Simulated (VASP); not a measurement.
# BN (P6_3/mmc) in VASP: a series of runs

The runs below take BN through single point, with PBEsol.

Program: VASP 6.6.1. These are calculated values, not measurements. Logs are shortened: lines on timing, memory, paths and dates and some standing lists are left out, and cuts for length are marked.

**1. The cell of the first run**

Symmetry: P6_3/mmc, No. 194, hexagonal system. The conventional cell has a = 2.581 Å, b = 2.581 Å, c = 7.252 Å, α = 90.00°, β = 90.00°, γ = 120.00°. Within 2.0 Å of B (site symmetry -6m2) lie 3 N at 1.49 Å. N (site symmetry -6m2) has 3 B at 1.49 Å within 2.0 Å.

**2. Single point, PBEsol (volume 10.464 Å^3 an atom, c/a of the conventional cell 2.8094)**

INCAR

```
SYSTEM = BN
PREC     = Accurate       ! precision mode
ENCUT    = 520            ! plane-wave cutoff, eV
EDIFF    = 1E-7           ! SCF threshold, eV
ISMEAR   = 0              ! smearing method
SIGMA    = 0.05           ! smearing width, eV
LREAL    = .False.        ! projectors in reciprocal space
LASPH    = .True.         ! aspherical terms in the spheres
NELM     = 100            ! most SCF steps
ALGO     = Normal         ! electronic algorithm
ISIF     = 2              ! what is computed and relaxed
LWAVE    = .False.        ! write WAVECAR
LCHARG   = .True.         ! write CHGCAR
GGA      = PS             ! functional
LELF     = .True.         ! ELF
LVHAR    = .True.       
NBANDS   = 16             ! bands
```

KPOINTS

```
Automatic mesh
0
Gamma
  12 12 4
  0 0 0
```

POSCAR

```
BN
1.0
    2.5814957412      0.0000000000      0.0000000000
   -1.2907478706      2.2356408916      0.0000000000
    0.0000000000      0.0000000000      7.2524420080
B N
2 2
Direct
    0.3333333333      0.6666666667      0.2500000000
    0.6666666667      0.3333333333      0.7500000000
    0.3333333333      0.6666666667      0.7500000000
    0.6666666667      0.3333333333      0.2500000000
```

Potentials or basis: VASP PAW PBE potentials, release 64 (B, N).

The run is started by

```console
$ cat potpaw_PBE.64/B/POTCAR potpaw_PBE.64/N/POTCAR > POTCAR
$ mpirun -np 1 vasp_std > vasp.out
```

OUTCAR:

```text
SYSTEM = BN
   PREC = Accurate
   ENCUT = 520
   EDIFF = 1E-7
   ISMEAR = 0
   LREAL = .False.
   LASPH = .True.
   NELM = 100
   ISIF = 2
   GGA = PS

 ion  position               nearest neighbor table
   1  0.333  0.667  0.250-   4 1.49   4 1.49   4 1.49
   2  0.667  0.333  0.750-   3 1.49   3 1.49   3 1.49
   3  0.333  0.667  0.750-   2 1.49   2 1.49   2 1.49
   4  0.667  0.333  0.250-   1 1.49   1 1.49   1 1.49

  LATTYP: Found a hexagonal cell.
 ALAT       =     2.5814957412
 C/A-ratio  =     2.8093953022

  Lattice vectors:

 A1 = (   2.5814957412,   0.0000000000,   0.0000000000)
 A2 = (  -1.2907478706,   2.2356408916,   0.0000000000)
 A3 = (   0.0000000000,   0.0000000000,   7.2524420080)

Analysis of symmetry for initial positions (statically):
=====================================================================
 Subroutine PRICEL returns:
 Original cell was already a primitive cell.

 Routine SETGRP: Setting up the symmetry group for a
 hexagonal supercell.

 Subroutine GETGRP returns: Found 24 space group operations
 (whereof 12 operations were pure point group operations)
 out of a pool of 24 trial point group operations.

The static configuration has the point symmetry D_3d.
 The point group associated with its full space group is D_6h.

Analysis of symmetry for dynamics (positions and initial velocities):
=====================================================================
 Subroutine PRICEL returns:
 Original cell was already a primitive cell.

 Routine SETGRP: Setting up the symmetry group for a
 hexagonal supercell.

 Subroutine GETGRP returns: Found 24 space group operations
 (whereof 12 operations were pure point group operations)
 out of a pool of 24 trial point group operations.

The dynamic configuration has the point symmetry D_3d.
 The point group associated with its full space group is D_6h.

 Subroutine INISYM returns: Found 24 space group operations
 (whereof 12 operations are pure point group operations),
 and found     1 'primitive' translations

----------------------------------------------------------------------------------------

                                     Primitive cell

  volume of cell :      41.8560

  direct lattice vectors                    reciprocal lattice vectors
     2.581495741  0.000000000  0.000000000     0.387372322  0.223649514  0.000000000
    -1.290747871  2.235640892  0.000000000     0.000000000  0.447299029  0.000000000
     0.000000000  0.000000000  7.252442008     0.000000000  0.000000000  0.137884591

  length of vectors
[... 86 lines left out ...]
   EDIFF  = 0.1E-06   stopping-criterion for ELM
   LREAL  =      F    real-space projection
   EDIFFG = 0.1E-05   stopping-criterion for IOM
   NSW    =      0    number of steps for IOM
   IBRION =     -1    ionic relax: 0-MD 1-quasi-New 2-CG
   NFREE  =      0    steps in history (QN), initial steepest desc. (CG)
   ISIF   =      2    stress and relaxation
   ISYM   =      2    0-nonsym 1-usesym 2-fastsym
   POTIM  = 0.5000    time-step for ionic-motion
   TEBEG  =    0.0;   TEEND  =   0.0 temperature during run
   PSTRESS=    0.0 pullay stress
   NELECT =      16.0000    total number of electrons
   NUPDOWN=      -1.0000    fix difference up-down
   EMIN   =  10.00;   EMAX   =-10.00  energy-range for DOS
   EFERMI =   0.00;   METHOD = LEGACY
   ISMEAR =     0;   SIGMA  =   0.05  broadening in eV -4-tet -1-fermi 0-gaus
   EFERMI_NEDOS =   21; number of points for ismear=-14 and -15
   IALGO  =     38    algorithm
   IMIX   =      4    mixing-type and parameters
     AMIX     =   0.40;   BMIX     =  1.00
     AMIX_MAG =   1.60;   BMIX_MAG =  1.00
  volume/ion in A,a.u.               =      10.46        70.61
  Fermi-wavevector in a.u.,A,eV,Ry     =   1.188125  2.245231 19.206552  1.411642
  Thomas-Fermi vector in A             =   2.324262
   LORBIT       =      0    0 simple, 1 ext, 2 COOP (PROOUT), +10 PAW based schemes
   GGA     = PS    functional components
   LHFCALC =     F    Hartree Fock is set to
   AEXX    =    0.0000 exact exchange contribution
   IVDW    =     0    specifies the selected vdW correction
   LEPSILON=     F    determine dielectric tensor
   LRPA    =     F    only Hartree local field effects (RPA)
 non-spin polarized calculation
 Gauss-broadening in eV      SIGMA  =   0.05
  energy-cutoff  :      520.00
  volume of cell :       41.86
 maximum number of plane-waves:      1148
 NGX is ok and might be reduce to    20
   NGX =  9   NGY =  9   NGZ = 27

 number of electron      16.0000001 magnetization

 Free energy of the ion-electron system (eV)
  ---------------------------------------------------
  ext. energy  EPLUGINS =         0.00000000
  ---------------------------------------------------
  free energy    TOTEN  =       -36.36426546 eV

  energy without entropy =      -36.36426546  energy(sigma->0) =      -36.36426546

 E-fermi :   1.4325     XC(G=0):  -9.5325

 val. band max:        1.1617490524   @ k =   0.3333   0.3333   0.5000
 cond. band min:       5.3137842991   @ k =   0.5000  -0.0000   0.0000
 fundamental gap:      4.1520352467
 Fermi energy:         1.4324905072

 k-point     1 :       0.0000    0.0000    0.0000
  band No.  band energies     occupation
      1     -16.0008      2.00000
      2     -15.8457      2.00000
      3      -4.3502      2.00000
      4      -2.9092      2.00000
      5      -0.2443      2.00000
      6      -0.2443      2.00000
[... 433 lines left out ...]
      3      -5.5220      2.00000
      4      -5.4948      2.00000
      5      -2.3129      2.00000
      6      -2.2912      2.00000
[... 8 lines left out ...]
     15      16.4571      0.00000
     16      18.1475      0.00000

 [... further k-points ...]
[... 5 lines left out ...]
  --------------------------------------------------------------------------------------
  -------------------------------------------------------------------------------------
  Total       -6.7950617     -6.7950617     -0.1043700      0.0000000     -0.0000000      0.0000000
  in kB     -260.1035410   -260.1035410     -3.9951081      0.0000000     -0.0000000      0.0000000
  external PRESSURE =    -174.7340634 kB  Pullay stress =       0.0000000 kB

 VOLUME and BASIS-vectors are now :
 -----------------------------------------------------------------------------
  energy-cutoff  :      520.00
  volume of cell :       41.86
      direct lattice vectors                 reciprocal lattice vectors
     2.581495741  0.000000000  0.000000000     0.387372322  0.223649514  0.000000000
    -1.290747871  2.235640892  0.000000000     0.000000000  0.447299029  0.000000000
     0.000000000  0.000000000  7.252442008     0.000000000  0.000000000  0.137884591

 POSITION                                       TOTAL-FORCE (eV/Angst)
 -----------------------------------------------------------------------------------
     -0.00000      1.49043      1.81311         0.000000     -0.000000      0.000000
      1.29075      0.74521      5.43933        -0.000000      0.000000      0.000000
     -0.00000      1.49043      5.43933         0.000000     -0.000000      0.000000
      1.29075      0.74521      1.81311        -0.000000      0.000000      0.000000
 -----------------------------------------------------------------------------------
    total drift:                                0.000000     -0.000000      0.000000

  FREE ENERGIE OF THE ION-ELECTRON SYSTEM (eV)
  ---------------------------------------------------
  free  energy   TOTEN  =       -36.3642654647 eV

  energy  without entropy=      -36.3642654647  energy(sigma->0) =      -36.36426546
```

OSZICAR:

```text
N       E                     dE             d eps       ncg     rms          rms(c)
DAV:   1     0.504476363289E+02    0.50448E+02   -0.77675E+03  1824   0.912E+02
DAV:   2    -0.354677860644E+02   -0.85915E+02   -0.77511E+02  2632   0.210E+02
DAV:   3    -0.393000973151E+02   -0.38323E+01   -0.38136E+01  2400   0.445E+01
DAV:   4    -0.393291670162E+02   -0.29070E-01   -0.29061E-01  2248   0.436E+00
DAV:   5    -0.393294835608E+02   -0.31654E-03   -0.31654E-03  2344   0.435E-01    0.103E+01
DAV:   6    -0.366528564804E+02    0.26766E+01   -0.47718E+00  2360   0.162E+01    0.461E+00
DAV:   7    -0.364447426065E+02    0.20811E+00   -0.40690E-01  2488   0.463E+00    0.293E+00
DAV:   8    -0.363677770037E+02    0.76966E-01   -0.21862E-01  2360   0.299E+00    0.485E-01
DAV:   9    -0.363631148647E+02    0.46621E-02   -0.14454E-02  2064   0.931E-01    0.161E-01
DAV:  10    -0.363641126728E+02   -0.99781E-03   -0.13246E-03  2168   0.263E-01    0.327E-02
DAV:  11    -0.363642577361E+02   -0.14506E-03   -0.99915E-05  2208   0.723E-02    0.195E-02
DAV:  12    -0.363642651099E+02   -0.73737E-05   -0.24920E-05  2064   0.325E-02    0.232E-03
DAV:  13    -0.363642654013E+02   -0.29139E-06   -0.63378E-07  2512   0.597E-03    0.121E-03
DAV:  14    -0.363642654647E+02   -0.63405E-07   -0.16836E-07  1944   0.247E-03
   1 F= -.36364265E+02 E0= -.36364265E+02  d E =-.380109E-16
```

stdout:

```text
POSCAR found type information on POSCAR B N
 POSCAR found :  2 types and       4 ions
 scaLAPACK will be used
 -----------------------------------------------------------------------------
|                                                                             |
|                                                                             |
|     You enforced a specific xc type in the INCAR file but a different       |
|     I HOPE YOU KNOW WHAT YOU ARE DOING!                                     |
|                                                                             |
 -----------------------------------------------------------------------------

 LDA part: xc-table for (Slater+PW92), standard interpolation
 POSCAR, INCAR and KPOINTS ok, starting setup
 FFT: planning ... GRIDC
 FFT: planning ... GRID_SOFT
 FFT: planning ... GRID
 WAVECAR not read
 entering main loop
```

Run time: 34 s. Hardware: 1 thread of AMD EPYC 7R13 (Zen 3), shared host; peak memory 0.14 GiB.

Results:

```
Free energy            : -36.3643 eV
Pressure               : -17.5 GPa
Band gap on the k mesh : 4.15 eV, indirect (least direct gap 4.38 eV)
```

Stress tensor (GPa, compression positive):
```
-26.01   0.00   0.00
  0.00 -26.01   0.00
  0.00   0.00  -0.40
```

Levels at points of the mesh, in eV from the valence-band top:
| k point | band 5 | band 6 | band 7 | band 8 | band 9 | band 10 | band 11 | band 12 |
| --- | --- | --- | --- | --- | --- | --- | --- | --- |
| (0.00, 0.00, 0.00) | -1.41 | -1.41 | -1.39 | -1.39 | 4.63 | 8.96 | 10.30 | 10.79 |
| (0.50, 0.00, 0.00) | -3.99 | -3.96 | -1.17 | -0.52 | 4.15 | 5.08 | 8.59 | 8.97 |
| (0.00, 0.00, 0.50) | -1.40 | -1.40 | -1.40 | -1.40 | 6.49 | 6.49 | 10.82 | 10.82 |
| (0.50, 0.00, 0.50) | -3.98 | -3.98 | -0.84 | -0.84 | 4.50 | 4.50 | 8.88 | 8.88 |

Caveat: the PAW data sets were made with another functional, which shifts forces and pressure a little; this functional lacks dispersion, which binds the layers, so the pressure and a relaxed spacing across them are unreliable.

**3. Single point, PBEsol (volume 10.464 Å^3 an atom, c/a of the conventional cell 2.9482)**

INCAR

```
ALGO = Normal ; EDIFF = 1E-6
ENCUT = 520 ; GGA = PS
ISIF = 2 ; ISMEAR = 0
LASPH = True ; LCHARG = False
LREAL = False ; LWAVE = False
NBANDS = 16 ; NELM = 100
PREC = Accurate ; SIGMA = 0.05
```

KPOINTS

```
k-points
0
Gamma
  12 12 4
```

POSCAR

```
BN
1.0
    2.5403294884      0.0000000000      0.0000000000
   -1.2701647442      2.1999898710      0.0000000000
    0.0000000000      0.0000000000      7.4893993978
B N
2 2
Direct
    0.3333333333      0.6666666667      0.2500000000
    0.6666666667      0.3333333333      0.7500000000
    0.3333333333      0.6666666667      0.7500000000
    0.6666666667      0.3333333333      0.2500000000
```

Potentials or basis: VASP PAW PBE potentials, release 64 (B, N).

The run is started by

```console
$ cat potpaw_PBE.64/B/POTCAR potpaw_PBE.64/N/POTCAR > POTCAR
$ mpirun -np 1 vasp_std > vasp.out
```

Wall time 33 s (1 thread of AMD EPYC 7R13 (Zen 3), shared host); peak memory 0.14 GiB.

Results (log left out):

```
Free energy            : -36.5232 eV
Pressure               : -8.5 GPa
Band gap on the k mesh : 4.29 eV, indirect (least direct gap 4.50 eV)
```

Stress tensor (GPa, compression positive):
```
-12.53   0.00   0.00
  0.00 -12.53   0.00
  0.00   0.00  -0.44
```

Levels at points of the mesh, in eV from the valence-band top:
| k point | band 6 | band 7 | band 8 | band 9 | band 10 | band 11 |
| --- | --- | --- | --- | --- | --- | --- |
| (0.00, 0.00, 0.00) | -1.36 | -1.35 | -1.35 | 4.55 | 8.73 | 10.76 |
| (0.50, 0.00, 0.00) | -4.04 | -1.14 | -0.62 | 4.29 | 5.09 | 9.02 |
| (0.00, 0.00, 0.50) | -1.35 | -1.35 | -1.35 | 6.29 | 6.29 | 11.20 |
| (0.50, 0.00, 0.50) | -4.05 | -0.88 | -0.88 | 4.60 | 4.60 | 9.34 |

Caveat: the PAW data sets were made with another functional, which shifts forces and pressure a little; this functional lacks dispersion, which binds the layers, so the pressure and a relaxed spacing across them are unreliable. A k mesh can miss the band edges.
